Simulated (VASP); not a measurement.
# Ni (P6_3/mmc) in VASP: further runs

Runs on Ni. Level: PBE. Tasks: single point.

Everything below comes from runs of VASP 6.6.1. Logs are shortened: lines on timing, memory, paths and dates and some standing lists are left out, and cuts for length are marked.

**1. The cell of the first run**

Symmetry: P6_3/mmc, No. 194, hexagonal system. Conventional cell: a = 2.488 Å, b = 2.488 Å, c = 4.078 Å, α = 90.00°, β = 90.00°, γ = 120.00°. Within 3.3 Å of Ni (site symmetry -6m2) lie 12 Ni at 2.49 Å.

This isn't the form of Ni at room conditions, which is fcc.

**2. Single point, PBE, non-collinear spin, typed start, spin-orbit coupling**

Contents of INCAR:

```
SYSTEM = Ni
  PREC = Accurate
  ENCUT = 520
  EDIFF = 1E-6
  ISMEAR = -1
  SIGMA = 0.05
  LREAL = .FALSE.
  LASPH = .TRUE.
  NELM = 150
  ALGO = Normal
  ISIF = 2
  LWAVE = .FALSE.
  LCHARG = .FALSE.
  MAGMOM = 0 0 0.688 0 0 0.688
  LORBIT = 11
  LSORBIT = .TRUE.
  GGA_COMPAT = .FALSE.
  LORBMOM = .TRUE.
  LMAXMIX = 4
  GGA = PE
  NBANDS = 32
```

Contents of KPOINTS:

```
regular mesh
0
G
  14 14 8
  0 0 0
```

Contents of POSCAR:

```
Ni
1.0
    2.4881347145      0.0000000000      0.0000000000
   -1.2440673573      2.1547878708      0.0000000000
    0.0000000000      0.0000000000      4.0778042648
Ni
2
Direct
    0.3333333333      0.6666666667      0.2500000000
    0.6666666667      0.3333333333      0.7500000000
```

Potentials or basis: VASP PAW PBE potentials, release 64 (Ni).

Command:

```bash
cat potpaw_PBE.64/Ni/POTCAR > POTCAR
mpirun -np 1 vasp_ncl > vasp.out
```

OUTCAR:

```text
SYSTEM = Ni
   PREC = Accurate
   ENCUT = 520
   EDIFF = 1E-6
   ISMEAR = -1
   LREAL = .FALSE.
   LASPH = .TRUE.
   NELM = 150
   ISIF = 2
   LORBIT = 11
   LSORBIT = .TRUE.
   GGA = PE

 ion  position               nearest neighbor table
   1  0.333  0.667  0.250-   2 2.49   2 2.49   2 2.49   2 2.49   2 2.49   2 2.49
   2  0.667  0.333  0.750-   1 2.49   1 2.49   1 2.49   1 2.49   1 2.49   1 2.49

  LATTYP: Found a hexagonal cell.
 ALAT       =     2.4881347145
 C/A-ratio  =     1.6389001130

  Lattice vectors:

 A1 = (   2.4881347145,   0.0000000000,   0.0000000000)
 A2 = (  -1.2440673573,   2.1547878708,   0.0000000000)
 A3 = (   0.0000000000,   0.0000000000,   4.0778042648)

Analysis of symmetry for initial positions (statically):
=====================================================================
 Subroutine PRICEL returns:
 Original cell was already a primitive cell.

 Routine SETGRP: Setting up the symmetry group for a
 hexagonal supercell.

 Subroutine GETGRP returns: Found 24 space group operations
 (whereof 12 operations were pure point group operations)
 out of a pool of 24 trial point group operations.

The static configuration has the point symmetry D_3d.
 The point group associated with its full space group is D_6h.

Analysis of symmetry for dynamics (positions and initial velocities):
=====================================================================
 Subroutine PRICEL returns:
 Original cell was already a primitive cell.

 Routine SETGRP: Setting up the symmetry group for a
 hexagonal supercell.

 Subroutine GETGRP returns: Found 24 space group operations
 (whereof 12 operations were pure point group operations)
 out of a pool of 24 trial point group operations.

The dynamic configuration has the point symmetry D_3d.
 The point group associated with its full space group is D_6h.

Analysis of structural, dynamic, and magnetic symmetry:
=====================================================================
 Subroutine PRICEL returns:
 Original cell was already a primitive cell.

 Routine SETGRP: Setting up the symmetry group for a
 hexagonal supercell.

 Subroutine GETGRP returns: Found 12 space group operations
 (whereof  6 operations were pure point group operations)
 out of a pool of 24 trial point group operations.

[... 1021 lines left out ...]
     -0.00000      1.43653      1.01945        -0.000000      0.000000      0.000000
      1.24407      0.71826      3.05835         0.000000      0.000000     -0.000000
 -----------------------------------------------------------------------------------
    total drift:                               -0.000000      0.000000      0.000000

  FREE ENERGIE OF THE ION-ELECTRON SYSTEM (eV)
  ---------------------------------------------------
  free  energy   TOTEN  =       -10.9198239054 eV

  energy  without entropy=      -10.8815584775  energy(sigma->0) =      -10.90069119

 orbital moment (x)

 # of ion     p       d       tot
 ----------------------------------------
  1         0.000   0.000   0.000
  2         0.000  -0.000  -0.000
 ----------------------------------------
            0.000  -0.000  -0.000

 orbital moment (y)

 # of ion     p       d       tot
 ----------------------------------------
  1         0.000   0.000   0.000
  2         0.000  -0.000  -0.000
 ----------------------------------------
            0.000  -0.000  -0.000

 orbital moment (z)

 # of ion     p       d       tot
 ----------------------------------------
  1         0.000   0.050   0.051
  2         0.000   0.050   0.051
 ----------------------------------------
            0.001   0.101   0.102

 Spin-Orbit-Coupling matrix elements

 Ion:    1  E_soc:     -0.0194313
 l=   1
     0.0000000    -0.0004065    -0.0004091
    -0.0004065     0.0000000    -0.0004065
    -0.0004091    -0.0004065     0.0000000
 l=   2
     0.0000000    -0.0005825     0.0000000    -0.0005825    -0.0022864
    -0.0005825     0.0000000    -0.0016320    -0.0006132    -0.0005825
     0.0000000    -0.0016320     0.0000000    -0.0016320     0.0000000
    -0.0005825    -0.0006132    -0.0016320     0.0000000    -0.0005825
    -0.0022864    -0.0005825     0.0000000    -0.0005825     0.0000000
 l=   3
     0.0000000     0.0000000     0.0000000     0.0000000     0.0000000     0.0000000     0.0000000
     0.0000000     0.0000000     0.0000000     0.0000000     0.0000000     0.0000000     0.0000000
     0.0000000     0.0000000     0.0000000     0.0000000     0.0000000     0.0000000     0.0000000
     0.0000000     0.0000000     0.0000000     0.0000000     0.0000000     0.0000000     0.0000000
     0.0000000     0.0000000     0.0000000     0.0000000     0.0000000     0.0000000     0.0000000
     0.0000000     0.0000000     0.0000000     0.0000000     0.0000000     0.0000000     0.0000000
     0.0000000     0.0000000     0.0000000     0.0000000     0.0000000     0.0000000     0.0000000

 Ion:    2  E_soc:     -0.0194313
 l=   1
     0.0000000    -0.0004065    -0.0004091
    -0.0004065     0.0000000    -0.0004065
    -0.0004091    -0.0004065     0.0000000
 l=   2
     0.0000000    -0.0005825     0.0000000    -0.0005825    -0.0022864
    -0.0005825     0.0000000    -0.0016320    -0.0006132    -0.0005825
     0.0000000    -0.0016320     0.0000000    -0.0016320     0.0000000
    -0.0005825    -0.0006132    -0.0016320     0.0000000    -0.0005825
    -0.0022864    -0.0005825     0.0000000    -0.0005825     0.0000000
 l=   3
     0.0000000     0.0000000     0.0000000     0.0000000     0.0000000     0.0000000     0.0000000
     0.0000000     0.0000000     0.0000000     0.0000000     0.0000000     0.0000000     0.0000000
     0.0000000     0.0000000     0.0000000     0.0000000     0.0000000     0.0000000     0.0000000
     0.0000000     0.0000000     0.0000000     0.0000000     0.0000000     0.0000000     0.0000000
     0.0000000     0.0000000     0.0000000     0.0000000     0.0000000     0.0000000     0.0000000
     0.0000000     0.0000000     0.0000000     0.0000000     0.0000000     0.0000000     0.0000000
     0.0000000     0.0000000     0.0000000     0.0000000     0.0000000     0.0000000     0.0000000

 total charge

# of ion       s       p       d       tot
------------------------------------------
    1        0.495   0.493   8.314   9.302
    2        0.495   0.493   8.314   9.302
--------------------------------------------------
tot          0.989   0.987  16.628  18.604

 magnetization (x)

# of ion       s       p       d       tot
------------------------------------------
    1        0.000   0.000   0.000   0.000
    2        0.000   0.000   0.000   0.000
--------------------------------------------------
tot          0.000   0.000   0.000   0.000

 magnetization (y)

# of ion       s       p       d       tot
------------------------------------------
    1       -0.000   0.000   0.000  -0.000
    2        0.000   0.000   0.000   0.000
--------------------------------------------------
tot         -0.000   0.000   0.000  -0.000

 magnetization (z)

# of ion       s       p       d       tot
------------------------------------------
    1       -0.005  -0.023   0.665   0.637
    2       -0.005  -0.023   0.665   0.637
--------------------------------------------------
tot         -0.009  -0.047   1.330   1.275
```

OSZICAR:

```text
N       E                     dE             d eps       ncg     rms          rms(c)
DAV:   1     0.127108784145E+03    0.12711E+03   -0.89237E+03 11064   0.183E+03
DAV:   2    -0.419936219794E+01   -0.13131E+03   -0.12362E+03 10896   0.323E+02
DAV:   3    -0.128397778501E+02   -0.86404E+01   -0.83368E+01 12248   0.106E+02
[... 21 lines left out ...]
DAV:  25    -0.109198297773E+02   -0.25074E-05   -0.55746E-05 11424   0.822E-02    0.451E-03
DAV:  26    -0.109198266735E+02    0.31038E-05   -0.10184E-04 11200   0.953E-02    0.306E-03
DAV:  27    -0.109198275147E+02   -0.84119E-06   -0.29282E-05 11880   0.533E-02    0.394E-03
DAV:  28    -0.109198240562E+02    0.34585E-05   -0.16624E-05 11072   0.414E-02    0.176E-03
DAV:  29    -0.109198239054E+02    0.15081E-06   -0.29604E-06 11536   0.197E-02
   1 F= -.10919824E+02 E0= -.10900691E+02  d E =-.382654E-01  mag=    -0.0000    -0.0000     1.2520
```

stdout:

```text
POSCAR found type information on POSCAR Ni
 POSCAR found :  1 types and       2 ions
 scaLAPACK will be used
 LDA part: xc-table for (Slater+PW92), standard interpolation
 POSCAR, INCAR and KPOINTS ok, starting setup
 FFT: planning ... GRIDC
 FFT: planning ... GRID_SOFT
 FFT: planning ... GRID
 WAVECAR not read
 entering main loop
```

Run time: 6.4 min. Hardware: 1 thread of Intel Xeon Platinum 8488C (Sapphire Rapids), shared host; peak memory 0.3 GiB.

Results:

```yaml
Free_energy: -10.9198 eV
Pressure: -0.1 GPa
Net_moment: 1.25 μB per cell
Valence_electrons_inside_the_program's_atomic_spheres: Ni 9.30
```

Stress tensor (GPa, compression positive):
```
-0.14  0.00  0.00
 0.00 -0.14  0.00
 0.00  0.00  0.07
```

Moments on the atoms (μB; x, y, z):
```
Ni  0.00 0.00 0.64
Ni  0.00 0.00 0.64
```

**3. Single point, PBE, collinear spin, ferromagnetic start (11.81 Å³/atom)**

This run uses another cell than the first one, of 11.81 Å³/atom.

Contents of INCAR:

```
SYSTEM = Ni
  PREC = Accurate
  ENCUT = 520
  EDIFF = 1E-7
  ISMEAR = -1
  SIGMA = 0.05
  LREAL = .FALSE.
  LASPH = .TRUE.
  NELM = 150
  ALGO = Normal
  ISIF = 2
  LWAVE = .FALSE.
  LCHARG = .TRUE.
  ISPIN = 2
  MAGMOM = 0.688 0.688
  LORBIT = 11
  LMAXMIX = 4
  GGA = PE
  LELF = .TRUE.
  LVHAR = .TRUE.
  NBANDS = 21
```

Contents of KPOINTS:

```
regular mesh
0
G
  24 24 13
  0 0 0
```

Contents of POSCAR:

```
Ni
1.0
    2.5527822956      0.0000000000      0.0000000000
   -1.2763911478      2.2107743183      0.0000000000
    0.0000000000      0.0000000000      4.1837501818
Ni
2
Direct
    0.3333333333      0.6666666667      0.2500000000
    0.6666666667      0.3333333333      0.7500000000
```

Potentials or basis: VASP PAW PBE potentials, release 64 (Ni).

Command:

```bash
cat potpaw_PBE.64/Ni/POTCAR > POTCAR
mpirun -np 1 vasp_std > vasp.out
```

It took 8.6 min on 1 thread of Intel Xeon 8259CL, shared host; peak memory 0.38 GiB.

Results (log left out):

| Item | Value |
| --- | --- |
| Free energy | -10.8319 eV |
| Pressure | -12.4 GPa |
| Net moment | 1.31 μB per cell |
| Site moments | Ni +0.68 μB |
| Valence electrons inside the program's atomic spheres | Ni 9.18 |

Stress tensor (GPa, compression positive):
```
-12.56   0.00   0.00
  0.00 -12.56   0.00
  0.00   0.00 -12.17
```

Levels at points of the mesh, in eV from the Fermi level:
Spin up:
| k point | band 9 | band 10 | band 11 | band 12 | band 13 | band 14 |
| --- | --- | --- | --- | --- | --- | --- |
| (0.00, 0.00, 0.00) | -1.58 | -0.75 | -0.75 | -0.20 | 5.04 | 21.89 |
| (0.50, 0.00, 0.00) | -0.60 | -0.55 | 1.03 | 2.72 | 8.79 | 9.22 |
Spin down:
```tsv
k point	band 6	band 7	band 8	band 9	band 10	band 11	band 12	band 13
(0.00, 0.00, 0.00)	-1.22	-1.22	-0.88	-0.88	-0.27	0.00	0.00	5.45
(0.50, 0.00, 0.00)	-1.52	-1.21	0.13	0.16	0.24	1.50	3.11	8.90
```

Caveat: the cell stands under tension.
